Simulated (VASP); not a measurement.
Wanted: the native input for a VASP 6.6.1 run.

```yaml
Task: single point
Functional: PBE
Potentials_or_basis: VASP PAW PBE potentials, release 64 (Ta_pv, N)
Cutoff: 520 eV
k_mesh: 10 × 10 × 10
Occupations: gaussian, width 0.013 eV
Spin: no spin polarisation
Dipole_correction: no
Further_INCAR_settings: ALGO = Normal; EDIFF = 1e-06; NBANDS = 15
```

The structure of TaN lies in POSCAR:

```
TaN
1.0
    0.0000000000      2.2113230000      2.2113230000
    2.2113230000      0.0000000000      2.2113230000
    2.2113230000      2.2113230000      0.0000000000
Ta N
1 1
Direct
    0.5000000000      0.5000000000      0.5000000000
    0.0000000000      0.0000000000      0.0000000000
```

One way to write it, as run:

INCAR

```
  ALGO = Normal
  EDIFF = 1E-6
  ENCUT = 520
  GGA = PE
  ISIF = 2
  ISMEAR = 0
  LASPH = True
  LCHARG = False
  LREAL = False
  LWAVE = False
  NBANDS = 15
  NELM = 100
  PREC = Accurate
  SIGMA = 0.013000000000000001
```

KPOINTS

```
k-points
0
Gamma
  10 10 10
```

Potentials or basis: VASP PAW PBE potentials, release 64 (Ta_pv, N).

The run is started by

```sh
$ cat potpaw_PBE.64/Ta_pv/POTCAR potpaw_PBE.64/N/POTCAR > POTCAR
$ mpirun -np 1 vasp_std > vasp.out
```

Results of the run:

| Quantity | Value |
| --- | --- |
| Pressure | -0.6 GPa |
| Band gap on the k mesh | zero (band 8 reaches 11.20 eV, above the bottom of band 9 at 7.29 eV) |

Caveat: spin-orbit coupling is left out, which moves the levels of the heavy elements.

It took 8.7 s on 1 thread of Intel Xeon 6975P-C, with other jobs on the host, peak memory 0.15 GiB.
